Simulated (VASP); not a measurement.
# Ag (Fm-3m) in VASP: a series of runs

Runs on Ag. Level: PBE. Tasks: single point, relaxation of cell and atoms.

Everything below comes from runs of VASP 6.6.1. Logs are shortened: lines on timing, memory, paths and dates and some standing lists are left out, and cuts for length are marked.

## 1. The cell of the first run

Symmetry: Fm-3m, No. 225, cubic system. Conventional cell: a = 4.079 Å, b = 4.079 Å, c = 4.079 Å, α = 90.00°, β = 90.00°, γ = 90.00°. Ag (site symmetry m-3m) has 12 Ag at 2.88 Å within 3.8 Å.

## 2. Single point, PBE

File INCAR:

```
  PREC = Accurate
  ENCUT = 520
  EDIFF = 1E-7
  ISMEAR = -1
  SIGMA = 0.05
  LREAL = F
  LASPH = T
  NELM = 60
  ALGO = Normal
  ISIF = 2
  LWAVE = F
  LCHARG = F
  GGA = PE
  NBANDS = 12
```

File KPOINTS:

```
Automatic mesh
0
Gamma
  11 11 11
```

File POSCAR:

```
Ag
1.0
    0.0000000000      2.0394168679      2.0394168679
    2.0394168679      0.0000000000      2.0394168679
    2.0394168679      2.0394168679      0.0000000000
Ag
1
Direct
    0.0000000000      0.0000000000      0.0000000000
```

Potentials or basis: VASP PAW PBE potentials, release 64 (Ag).

Started as:

```
$ cat potpaw_PBE.64/Ag/POTCAR > POTCAR
$ mpirun -np 1 vasp_std > vasp.out
```

OUTCAR:

```text
PREC = Accurate
   ENCUT = 520
   EDIFF = 1E-7
   ISMEAR = -1
   LREAL = F
   LASPH = T
   NELM = 60
   ISIF = 2
   GGA = PE

 ion  position               nearest neighbor table
   1  0.000  0.000  0.000-

  LATTYP: Found a face centered cubic cell.
 ALAT       =     4.0788337358

  Lattice vectors:

 A1 = (   0.0000000000,   2.0394168679,   2.0394168679)
 A2 = (   2.0394168679,   0.0000000000,   2.0394168679)
 A3 = (   2.0394168679,   2.0394168679,   0.0000000000)

Analysis of symmetry for initial positions (statically):
=====================================================================
 Subroutine PRICEL returns:
 Original cell was already a primitive cell.

 Routine SETGRP: Setting up the symmetry group for a
 face centered cubic supercell.

 Subroutine GETGRP returns: Found 48 space group operations
 (whereof 48 operations were pure point group operations)
 out of a pool of 48 trial point group operations.

The static configuration has the point symmetry O_h .

Analysis of symmetry for dynamics (positions and initial velocities):
=====================================================================
 Subroutine PRICEL returns:
 Original cell was already a primitive cell.

 Routine SETGRP: Setting up the symmetry group for a
 face centered cubic supercell.

 Subroutine GETGRP returns: Found 48 space group operations
 (whereof 48 operations were pure point group operations)
 out of a pool of 48 trial point group operations.

The dynamic configuration has the point symmetry O_h .

 Subroutine INISYM returns: Found 48 space group operations
 (whereof 48 operations are pure point group operations),
 and found     1 'primitive' translations

----------------------------------------------------------------------------------------

                                     Primitive cell

  volume of cell :      16.9648

  direct lattice vectors                    reciprocal lattice vectors
     0.000000000  2.039416868  2.039416868    -0.245168120  0.245168120  0.245168120
     2.039416868  0.000000000  2.039416868     0.245168120 -0.245168120  0.245168120
     2.039416868  2.039416868  0.000000000     0.245168120  0.245168120 -0.245168120

  length of vectors
     2.884170994  2.884170994  2.884170994     0.424643641  0.424643641  0.424643641

  position of ions in fractional coordinates (direct lattice)
     0.000000000  0.000000000  0.000000000

  ion indices of the primitive-cell ions
   primitive index   ion index
                 1           1

----------------------------------------------------------------------------------------

 KPOINTS: Automatic mesh

Automatic generation of k-mesh.
 Grid dimensions read from file:
 generate k-points for:   11   11   11

 Generating k-lattice:

  Cartesian coordinates                     Fractional coordinates (reciprocal lattice)
    -0.022288011  0.022288011  0.022288011     0.090909091  0.000000000  0.000000000
     0.022288011 -0.022288011  0.022288011     0.000000000  0.090909091  0.000000000
     0.022288011  0.022288011 -0.022288011     0.000000000  0.000000000  0.090909091

  Length of vectors
     0.038603967  0.038603967  0.038603967

  Shift w.r.t. Gamma in fractional coordinates (k-lattice)
     0.000000000  0.000000000  0.000000000

 Subroutine IBZKPT returns following result:
 ===========================================

 Found     56 irreducible k-points:

 Following reciprocal coordinates:
            Coordinates               Weight
  0.000000  0.000000  0.000000      1.000000
  0.090909  0.000000  0.000000      8.000000
  0.181818  0.000000  0.000000      8.000000
  0.272727  0.000000  0.000000      8.000000
  0.363636  0.000000  0.000000      8.000000
  0.454545  0.000000  0.000000      8.000000
[... 16 lines left out ...]
 -0.272727  0.181818  0.000000     24.000000
 -0.181818  0.181818  0.000000     12.000000
 [... further k-points ...]
   k-points           NKPTS =     56   k-points in BZ     NKDIM =     56   number of bands    NBANDS=     12
   number of dos      NEDOS =    301   number of ions     NIONS =      1
   total plane-waves  NPLWV =  13824
   dimension x,y,z NGX =    24 NGY =   24 NGZ =   24
   dimension x,y,z NGXF=    48 NGYF=   48 NGZF=   48
   ions per type =               1
   NGX,Y,Z   is equivalent  to a cutoff of  13.83, 13.83, 13.83 a.u.
   NGXF,Y,Z  is equivalent  to a cutoff of  27.67, 27.67, 27.67 a.u.
 SYSTEM =  unknown system
   PREC   = accura    normal or accurate (medium, high low for compatibility)
   ISTART =      0    job   : 0-new  1-cont  2-samecut
   ICHARG =      2    charge: 1-file 2-atom 10-const
   ISPIN  =      1    spin polarized calculation?
   LNONCOLLINEAR =      F non collinear calculations
   LSORBIT =      F    spin-orbit coupling
   LASPH  =      T    aspherical Exc in radial PAW
   ENCUT  =  520.0 eV  38.22 Ry    6.18 a.u.   5.36  5.36  5.36*2*pi/ulx,y,z
   NELM   =     60;   NELMIN=  2; NELMDL= -5     # of ELM steps
   EDIFF  = 0.1E-06   stopping-criterion for ELM
   LREAL  =      F    real-space projection
   EDIFFG = 0.1E-05   stopping-criterion for IOM
   NSW    =      0    number of steps for IOM
   IBRION =     -1    ionic relax: 0-MD 1-quasi-New 2-CG
   NFREE  =      0    steps in history (QN), initial steepest desc. (CG)
   ISIF   =      2    stress and relaxation
   ISYM   =      2    0-nonsym 1-usesym 2-fastsym
   POTIM  = 0.5000    time-step for ionic-motion
   TEBEG  =    0.0;   TEEND  =   0.0 temperature during run
   PSTRESS=    0.0 pullay stress
   NELECT =      11.0000    total number of electrons
   NUPDOWN=      -1.0000    fix difference up-down
   EMIN   =  10.00;   EMAX   =-10.00  energy-range for DOS
   EFERMI =   0.00;   METHOD = LEGACY
   ISMEAR =    -1;   SIGMA  =   0.05  broadening in eV -4-tet -1-fermi 0-gaus
   EFERMI_NEDOS =   21; number of points for ismear=-14 and -15
   IALGO  =     38    algorithm
   IMIX   =      4    mixing-type and parameters
     AMIX     =   0.40;   BMIX     =  1.00
     AMIX_MAG =   1.60;   BMIX_MAG =  1.00
  volume/ion in A,a.u.               =      16.96       114.48
  Fermi-wavevector in a.u.,A,eV,Ry     =   1.416956  2.677659 27.317295  2.007765
  Thomas-Fermi vector in A             =   2.538237
   LORBIT       =      0    0 simple, 1 ext, 2 COOP (PROOUT), +10 PAW based schemes
   GGA     = PE    functional components
   LHFCALC =     F    Hartree Fock is set to
   AEXX    =    0.0000 exact exchange contribution
   IVDW    =     0    specifies the selected vdW correction
   LEPSILON=     F    determine dielectric tensor
   LRPA    =     F    only Hartree local field effects (RPA)
 non-spin polarized calculation
  energy-cutoff  :      520.00
  volume of cell :       16.96
 maximum number of plane-waves:       470
 NGX is ok and might be reduce to    24
   NGX = 11   NGY = 11   NGZ = 11

 number of electron      10.9999999 magnetization

 Free energy of the ion-electron system (eV)
  ---------------------------------------------------
  ext. energy  EPLUGINS =         0.00000000
  ---------------------------------------------------
  free energy    TOTEN  =        -2.70819765 eV

  energy without entropy =       -2.70547981  energy(sigma->0) =       -2.70683873

 E-fermi :   8.7451     XC(G=0): -12.2416

 val. band max:        8.7033897328   @ k =  -0.4545   0.0909   0.0000
 cond. band min:       8.8006919664   @ k =   0.4545   0.3636   0.0000
 fundamental gap:      0.0973022336
 Fermi energy:         8.7450804968

 k-point     1 :       0.0000    0.0000    0.0000
  band No.  band energies     occupation
      1       0.6946      2.00000
      2       3.6675      2.00000
      3       3.6675      2.00000
      4       3.6675      2.00000
      5       4.7100      2.00000
      6       4.7100      2.00000
      7      24.5350      0.00000
      8      28.1438      0.00000
      9      28.1438      0.00000
     10      28.1438      0.00000
     11      32.9636      0.00000
     12      34.1344      0.00000

 k-point     2 :       0.0909    0.0000    0.0000
  band No.  band energies     occupation
      1       0.9509      2.00000
      2       3.6120      2.00000
      3       3.7363      2.00000
      4       3.7363      2.00000
      5       4.6856      2.00000
      6       4.6856      2.00000
      7      24.5042      0.00000
      8      26.3518      0.00000
      9      28.2483      0.00000
     10      28.2483      0.00000
     11      32.5908      0.00000
     12      33.7913      0.00000

 k-point     3 :       0.1818    0.0000    0.0000
  band No.  band energies     occupation
      1       1.6173      2.00000
      2       3.5776      2.00000
      3       3.8597      2.00000
      4       3.8597      2.00000
      5       4.6949      2.00000
      6       4.6949      2.00000
      7      22.2873      0.00000
      8      25.4076      0.00000
      9      28.3882      0.00000
     10      28.3882      0.00000
     11      31.3747      0.00000
     12      32.6914      0.00000

 k-point     4 :       0.2727    0.0000    0.0000
  band No.  band energies     occupation
      1       2.1500      2.00000
      2       3.8514      2.00000
      3       3.8514      2.00000
      4       4.1658      2.00000
      5       4.9087      2.00000
      6       4.9087      2.00000
      7      18.7987      0.00000
      8      24.9765      0.00000
      9      28.0650      0.00000
     10      28.0650      0.00000
     11      31.6797      0.00000
     12      31.6845      0.00000

 k-point     5 :       0.3636    0.0000    0.0000
  band No.  band energies     occupation
      1       2.1624      2.00000
      2       3.7404      2.00000
      3       3.7404      2.00000
      4       5.2438      2.00000
      5       5.2438      2.00000
      6       5.7693      2.00000
      7      15.4056      0.00000
      8      24.2786      0.00000
      9      27.1910      0.00000
     10      27.1910      0.00000
     11      31.4059      0.00000
     12      31.4059      0.00000

 k-point     6 :       0.4545    0.0000    0.0000
  band No.  band energies     occupation
      1       2.0794      2.00000
      2       3.6565      2.00000
      3       3.6565      2.00000
      4       5.4789      2.00000
      5       5.4789      2.00000
      6       7.6569      2.00000
      7      12.6642      0.00000
      8      23.8287      0.00000
      9      26.5193      0.00000
     10      26.5193      0.00000
     11      31.4209      0.00000
     12      31.4209      0.00000

 k-point     7 :       0.0909    0.0909    0.0000
  band No.  band energies     occupation
      1       1.0370      2.00000
      2       3.5330      2.00000
      3       3.7933      2.00000
      4       3.7933      2.00000
      5       4.5795      2.00000
      6       4.7679      2.00000
      7      24.6626      0.00000
      8      27.0126      0.00000
      9      27.3085      0.00000
     10      27.3085      0.00000
     11      33.7014      0.00000
     12      33.7015      0.00000

 k-point     8 :       0.1818    0.0909    0.0000
  band No.  band energies     occupation
      1       1.5805      2.00000
      2       3.4038      2.00000
      3       3.9338      2.00000
      4       3.9393      2.00000
      5       4.5120      2.00000
      6       4.8329      2.00000
      7      23.5575      0.00000
      8      25.3076      0.00000
      9      26.5567      0.00000
     10      28.1900      0.00000
     11      31.4992      0.00000
     12      33.5446      0.00000
[... 166 lines left out ...]
 k-point    20 :       0.4545    0.1818    0.0000
  band No.  band energies     occupation
      1       2.5157      2.00000
      2       3.4021      2.00000
      3       4.0698      2.00000
      4       4.1833      2.00000
      5       5.5399      2.00000
      6       8.1011      1.99999
      7      14.9011      0.00000
      8      22.2471      0.00000
      9      23.3718      0.00000
     10      25.1452      0.00000
     11      33.8246      0.00000
     12      34.0350      0.00000

 k-point    21 :      -0.4545    0.1818    0.0000
  band No.  band energies     occupation
      1       2.5247      2.00000
      2       3.3633      2.00000
      3       4.0947      2.00000
      4       4.3415      2.00000
      5       5.4798      2.00000
      6      10.0730      0.00000
      7      12.4259      0.00000
      8      21.1411      0.00000
      9      24.0422      0.00000
     10      24.9045      0.00000
     11      33.5766      0.00000
     12      33.6093      0.00000

 k-point    22 :      -0.3636    0.1818    0.0000
  band No.  band energies     occupation
      1       2.6355      2.00000
      2       3.4157      2.00000
      3       4.0801      2.00000
      4       4.3040      2.00000
      5       5.1717      2.00000
      6       8.9230      0.05543
      7      14.0150      0.00000
      8      20.4925      0.00000
      9      25.1170      0.00000
     10      25.4443      0.00000
     11      32.4667      0.00000
     12      33.3513      0.00000

 k-point    23 :      -0.2727    0.1818    0.0000
  band No.  band energies     occupation
      1       2.8164      2.00000
      2       3.4899      2.00000
      3       3.9257      2.00000
      4       4.1562      2.00000
      5       4.7279      2.00000
      6       7.1312      2.00000
      7      17.1939      0.00000
      8      20.3674      0.00000
      9      25.8788      0.00000
     10      27.4399      0.00000
     11      30.7127      0.00000
     12      33.3084      0.00000

 k-point    24 :      -0.1818    0.1818    0.0000
  band No.  band energies     occupation
      1       2.7347      2.00000
      2       3.2633      2.00000
      3       3.8833      2.00000
      4       4.2858      2.00000
      5       4.3172      2.00000
      6       5.8634      2.00000
      7      20.4693      0.00000
      8      20.8808      0.00000
      9      27.1657      0.00000
     10      28.9672      0.00000
     11      29.6822      0.00000
     12      33.2180      0.00000

 [... further k-points ...]
[... 5 lines left out ...]
  --------------------------------------------------------------------------------------
  -------------------------------------------------------------------------------------
  Total        0.5107350      0.5107350      0.5107350      0.0000000      0.0000000     -0.0000000
  in kB       48.2345409     48.2345409     48.2345409      0.0000000      0.0000000     -0.0000000
  external PRESSURE =      48.2345409 kB  Pullay stress =       0.0000000 kB

 VOLUME and BASIS-vectors are now :
 -----------------------------------------------------------------------------
  energy-cutoff  :      520.00
  volume of cell :       16.96
      direct lattice vectors                 reciprocal lattice vectors
     0.000000000  2.039416868  2.039416868    -0.245168120  0.245168120  0.245168120
     2.039416868  0.000000000  2.039416868     0.245168120 -0.245168120  0.245168120
     2.039416868  2.039416868  0.000000000     0.245168120  0.245168120 -0.245168120

 POSITION                                       TOTAL-FORCE (eV/Angst)
 -----------------------------------------------------------------------------------
      0.00000      0.00000      0.00000         0.000000      0.000000      0.000000
 -----------------------------------------------------------------------------------
    total drift:                               -0.000000      0.000000      0.000000

  FREE ENERGIE OF THE ION-ELECTRON SYSTEM (eV)
  ---------------------------------------------------
  free  energy   TOTEN  =        -2.7081976474 eV

  energy  without entropy=       -2.7054798098  energy(sigma->0) =       -2.70683873
```

It took 5.1 s on 1 thread of Intel Xeon 6975P-C (Granite Rapids), shared host; peak memory 0.14 GiB.

What came out:

```yaml
Free_energy: -2.7082 eV
Pressure: 4.8 GPa
```

## 3. Single point, PBE

This run uses another cell than the first one, of 16.34 Å³/atom, 0.963 times its volume.

File INCAR:

```
  ALGO = Fast
  EDIFF = 1E-6
  ENCUT = 520
  GGA = PE
  ISIF = 2
  ISMEAR = -1
  LASPH = True
  LCHARG = False
  LREAL = False
  LWAVE = False
  NBANDS = 12
  NELM = 100
  PREC = Accurate
  SIGMA = 0.05
```

File KPOINTS:

```
k-points
0
Gamma
  11 11 11
```

File POSCAR:

```
Ag
1.0
    0.0000000000      2.0140101619      2.0140101619
    2.0140101619      0.0000000000      2.0140101619
    2.0140101619      2.0140101619      0.0000000000
Ag
1
Direct
    0.0000000000      0.0000000000      0.0000000000
```

Potentials or basis: VASP PAW PBE potentials, release 64 (Ag).

Started as:

```
$ cat potpaw_PBE.64/Ag/POTCAR > POTCAR
$ mpirun -np 1 vasp_std > vasp.out
```

It took 4.6 s on 1 thread of Intel Xeon 6975P-C (Granite Rapids), shared host; peak memory 0.14 GiB.

Results (log left out):

- Free energy: -2.6797 eV
- Pressure: 9.8 GPa

Levels at points of the mesh, in eV from the Fermi level:
```tsv
k point	band 4	band 5	band 6	band 7	band 8	band 9
(0.00, 0.00, 0.00)	-5.20	-4.08	-4.08	15.89	19.72	19.72
```

(Continued in part 2 of 2.)
